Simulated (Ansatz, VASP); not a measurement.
# Ti3S2 in VASP and in Ansatz

The input INCAR:

```
ALGO = Normal
EDIFF = 1E-7
ENCUT = 520
GGA = PS
ISIF = 2
ISMEAR = -1
LASPH = True
LCHARG = False
LREAL = False
LWAVE = False
NBANDS = 32
NELM = 80
PREC = Accurate
SIGMA = 0.05
```

KPOINTS

```
k-points
0
Gamma
  6 6 6
```

Contents of POSCAR:

```
Ti3S2
1.0
    2.6588516456      1.5350887133      3.2376184047
   -2.6588516456      1.5350887133      3.2376184047
    0.0000000000     -3.0701774266      3.2376184047
Ti S
3 2
Direct
    0.0000000000      0.3356550000      0.6643450000
    0.6643450000      0.0000000000      0.3356550000
    0.3356550000      0.6643450000      0.0000000000
    0.1678390000      0.1678390000      0.1678390000
    0.8321610000      0.8321610000      0.8321610000
```

The input input.yaml:

```yaml
crystal:
  lattice:
    - [2.6588516456, 1.5350887133, 3.2376184047]
    - [-2.6588516456, 1.5350887133, 3.2376184047]
    - [0.0, -3.0701774266, 3.2376184047]
  atoms:
    - { symbol: Ti, position: [0.0, 0.335655, 0.664345] }
    - { symbol: Ti, position: [0.664345, 0.0, 0.335655] }
    - { symbol: Ti, position: [0.335655, 0.664345, 0.0] }
    - { symbol: S, position: [0.167839, 0.167839, 0.167839] }
    - { symbol: S, position: [0.832161, 0.832161, 0.832161] }
hamiltonian:
  xc: pbesol
  pseudopotentials: { kind: paw }
kpoints:
  mp_grid: { grid: [6, 6, 6] }
  band_path:
    path:
      - [[0.0, 0.0, 0.0], [0.5, 0.0, 0.0], [0.5, 0.3165400038, -0.3165400038]]
      - [[0.6834599962, 0.5, 0.3165400038], [0.5, 0.5, 0.5], [0.0, 0.0, 0.0], [0.4082700019, 0.0, -0.4082700019]]
      - [[0.5917299981, 0.4082700019, 0.0], [0.5, 0.5, 0.0], [0.5917299981, 0.5917299981, 0.3165400038], [0.5, 0.5, 0.5]]
      - [[0.5, 0.0, 0.0], [0.6834599962, 0.4082700019, 0.4082700019]]
    npoints: 14
scf:
  occupations: { method: fermi_dirac, width: 0.05 }
  n_extra_bands: 12
output:
  forces: true
  stress: true
  eigenvalues: true
  fatbands: false
  write_density: true
  write_potential: true
  elf: true
  volumetric_format: npy
```

Alike in both runs: functional PBEsol; k mesh 6 × 6 × 6; occupations fermi-dirac, width 0.05 eV; no spin polarisation.

```csv
,VASP,Ansatz
version,VASP 6.6.1,Ansatz 0.2.0
potentials or method,"VASP PAW PBE potentials, release 64 (Ti_sv, S)",Ansatz PAW
plane-wave cutoff (eV),520,420
valence electrons in the cell,48,48
task,single point,band structure
```

|  | VASP | Ansatz | Ansatz less VASP |
| --- | --- | --- | --- |
| gap on the k mesh at the Fermi level (eV) | none | none | - |
| pressure (GPa) | 0.7 | 0.6 | -0.19 |
| traceless stress, the component that is largest in VASP (GPa) | -1.43 | -1.54 | -0.111 |
| rms of the force components (eV/Å) | 0.041 | 0.036 | -0.0042 |

VASP's potentials were made for PBE, not for PBEsol. Atom by atom the forces differ by 0.004 eV/Å (rms over components). A gap of «none» marks a metal or a gap that the smearing closes. With one functional, cell and mesh, what is left measures potentials, basis and numerics.
